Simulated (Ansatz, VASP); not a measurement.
## MnHg in VASP and in Ansatz

INCAR

```
PREC     = Accurate       # precision mode
ENCUT    = 500            # plane-wave cutoff, eV
EDIFF    = 1E-6           # SCF threshold, eV
ISMEAR   = 0              # smearing method
SIGMA    = 0.1            # smearing width, eV
LREAL    = F              # projectors in reciprocal space
LASPH    = T              # aspherical terms in the spheres
NELM     = 200            # most SCF steps
ALGO     = Normal         # electronic algorithm
ISIF     = 2              # what is computed and relaxed
LWAVE    = F              # write WAVECAR
LCHARG   = F              # write CHGCAR
ISPIN    = 2              # spin polarisation
MAGMOM   = 4 0            # initial moments
LORBIT   = 11             # projections on sites
LMAXMIX  = 4              # l up to which the mixer works
GGA      = PE             # functional
NBANDS   = 24             # bands
GGA_COMPAT= F
```

Contents of KPOINTS:

```
regular mesh
0
Gamma
  6 6 6
```

File POSCAR:

```
MnHg
1.0
    3.3150000000      0.0000000000      0.0000000000
    0.0000000000      3.3150000000      0.0000000000
    0.0000000000      0.0000000000      3.3150000000
Mn Hg
1 1
Direct
    0.5000000000      0.5000000000      0.5000000000
    0.0000000000      0.0000000000      0.0000000000
```

Input for Ansatz:

```yaml
crystal:
  lattice:
    - [3.315, 0.0, 0.0]
    - [0.0, 3.315, 0.0]
    - [0.0, 0.0, 3.315]
  atoms:
    - { symbol: Mn, position: [0.5, 0.5, 0.5], spin: 4.0 }
    - { symbol: Hg, position: [0.0, 0.0, 0.0] }
basis:
  ecutwfc: 420
kpoints:
  mp_grid: { grid: [6, 6, 6] }
hamiltonian:
  xc: pbe
scf:
  occupations: { method: gaussian, width: 0.1 }
output:
  forces: true
  stress: true
  eigenvalues: true
  populations: true
magnetization:
  spin_polarized: true
```

Alike in both runs: task single point; functional PBE; k mesh 6 × 6 × 6; occupations gaussian, width 0.1 eV; collinear spin.

|  | VASP | Ansatz |
| --- | --- | --- |
| version | VASP 6.6.1 | Ansatz 0.2.0 |
| potentials or method | VASP PAW PBE potentials, release 64 (Mn_pv, Hg), cutoff 500 eV | scalar-relativistic, plane waves, PAW |
| valence electrons in the cell | 25 | 35 |

Ansatz gave:

- gap on the k mesh at the Fermi level (eV): none
- pressure (GPa): 0.2
- net moment per atom (μB): 1.94
- size of the moment on the site where the two differ most (μB): 3.86

Q: Which values does VASP return?

A: gap on the k mesh at the Fermi level (eV): none; pressure (GPa): 0.6; net moment per atom (μB): 1.94; size of the moment on the site where the two differ most (μB): 3.80.

Site moments also hang on the region over which each program counts them. A gap of «none» marks a metal or a gap that the smearing closes. The functional is the same, so the differences come from potentials, cutoffs and numerics. VASP's potentials hold 25 valence electrons a cell and Ansatz's 35, so a difference there can come from the potentials and not from the codes.

Spin-orbit coupling is off throughout.
